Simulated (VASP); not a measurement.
Runs of VASP 6.6.1 on ZnS. The structure is that of space group P6_3mc (No. 186), or close to it. The cells are those of the table. 

```csv
cell,gap on the mesh (eV),pressure (GPa),largest force (eV/Å)
"a = 3.538, b = 3.538, c = 6.305 Å, angles 90.0, 90.0, 120.0°, 4 atoms",(a),18.0,0.97
"a = 3.538, b = 3.538, c = 6.558 Å, angles 90.0, 90.0, 120.0°, 4 atoms",1.94,14.0,1.03
"a = 3.692, b = 3.692, c = 6.305 Å, angles 90.0, 90.0, 120.0°, 4 atoms",2.32,7.1,0.35
"a = 3.845, b = 3.845, c = 5.801 Å, angles 90.0, 90.0, 120.0°, 4 atoms",2.43,8.3,1.00
"a = 4.153, b = 4.153, c = 6.305 Å, angles 90.0, 90.0, 120.0°, 4 atoms",1.44,-7.0,0.20
"a = 4.153, b = 4.153, c = 6.810 Å, angles 90.0, 90.0, 120.0°, 4 atoms",1.12,-9.5,0.03
"a = 4.153, b = 4.153, c = 5.801 Å, angles 90.0, 90.0, 120.0°, 4 atoms",(b),-1.1,1.29
"a = 3.538, b = 3.538, c = 6.053 Å, angles 90.0, 90.0, 120.0°, 4 atoms",2.85,23.3,0.68
```

Alike in all rows: task single point; level PBE; potentials or basis VASP PAW PBE potentials, release 64 (Zn, S); no spin polarisation; k mesh 12 × 12 × 4; cutoff (eV) 520; smearing gaussian 0.05 eV.

Question: Estimate the missing entries.

Answer: (a) 2.39; (b) 1.78.

Caveats: the cell stands under pressure (at least some runs); forces of over 1 eV/Å act on the atoms, so gaps and moduli don't describe the material at rest (at least some runs); the cell stands under tension (at least some runs).

A k mesh can miss the band edges.
